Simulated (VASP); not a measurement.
Here is a VASP 6.6.1 calculation.

Contents of INCAR:

```
PREC     = Accurate       # precision mode
ENCUT    = 520            # plane-wave cutoff, eV
EDIFF    = 1E-6           # SCF threshold, eV
ISMEAR   = -1             # smearing method
SIGMA    = 0.05           # smearing width, eV
LREAL    = Auto         
LASPH    = True           # aspherical terms in the spheres
NELM     = 80             # most SCF steps
ALGO     = Normal         # electronic algorithm
ISIF     = 2              # what is computed and relaxed
LWAVE    = False          # write WAVECAR
LCHARG   = False          # write CHGCAR
GGA      = CA             # functional
NBANDS   = 68             # bands
```

Contents of KPOINTS:

```
Automatic mesh
0
Gamma
  1 1 1
```

File POSCAR:

```
H6CSO
1.0
    7.4071520000      0.0000000000      0.0000000000
    0.0000000000      7.4071520000      0.0000000000
    0.0000000000      0.0000000000      7.4071520000
S H C O
4 24 4 4
Direct
    0.5645489656      0.2389582393      0.7085719316
    1.0666177770      0.3163564080      0.9733160599
    0.5233320445      0.8260124809      0.4277487488
    0.7823654760      0.6796269335      0.8615592066
    0.6063869082      0.3472454730      0.5610388446
    0.5647379722      0.0788562190      0.6058873910
    1.1063901483      0.3264007543      0.7664214262
    0.9400239120      0.1900865542      0.9595455851
    0.4847612146      0.8811753829      0.2586824194
    0.6097890255      0.6588632176      0.3856677978
    0.8819854109      0.5373320272      0.9135629997
    0.8035477063      0.7580646381      1.0334606337
    0.0568099588      0.5625508968      0.4887573524
    0.2921365729      0.2944586529      0.6354939118
    0.2840092926      0.5857716974      0.6109500656
    0.2471530218      0.4800495521      0.3791200721
    0.1559303765      0.7462652312      0.8856980389
    0.5170273271      0.6438101986      0.9271714689
    0.2806341763      0.8825119290      1.0328531128
    0.3263467524      0.8707665240      0.7902902492
    0.8662168672      0.9892331088      0.4046629528
    1.0443015075      0.7765737763      0.1562543877
    1.1002744375      0.9164791002      0.4416137268
    1.0373352673      1.0754740823      0.2600324659
    0.4850717253      0.4222405589      0.1721039341
    0.8267550065      0.4562617319      0.3028019406
    0.6858236472      0.3137778191      0.0906151244
    0.5501439690      0.2032360076      0.2695232932
    0.1926921440      0.5024333239      0.5194439104
    0.2927035924      0.7886296920      0.9199217189
    0.9933642512      0.9572235051      0.3420747947
    0.6022827667      0.3374711360      0.2122273176
    0.1703623741      0.3276562976      0.5996501759
    0.3804026163      0.6275421377      0.9434935317
    0.9439120461      0.8084483753      0.2348000959
    0.7041842803      0.4325549145      0.3393882021
```

Potentials or basis: VASP PAW LDA potentials, release 64 (S, H, C, O).

The run is started by

```console
$ cat potpaw_LDA.64/S/POTCAR potpaw_LDA.64/H/POTCAR potpaw_LDA.64/C/POTCAR potpaw_LDA.64/O/POTCAR > POTCAR
$ mpirun -np 1 vasp_gam > vasp.out
```

Q: What does it give for the pressure?

A: -0.7 GPa.

Q: Estimate the band gap on the k mesh.

A: 3.92 eV.

Q: Predict the largest force.

A: 2.226 eV/Å.

Stress tensor (GPa, compression positive):
```
 0.83 -0.51 -0.18
-0.51 -1.44  0.53
-0.18  0.53 -1.40
```

Caveat: the k points lie up to 0.85 Å⁻¹ apart.
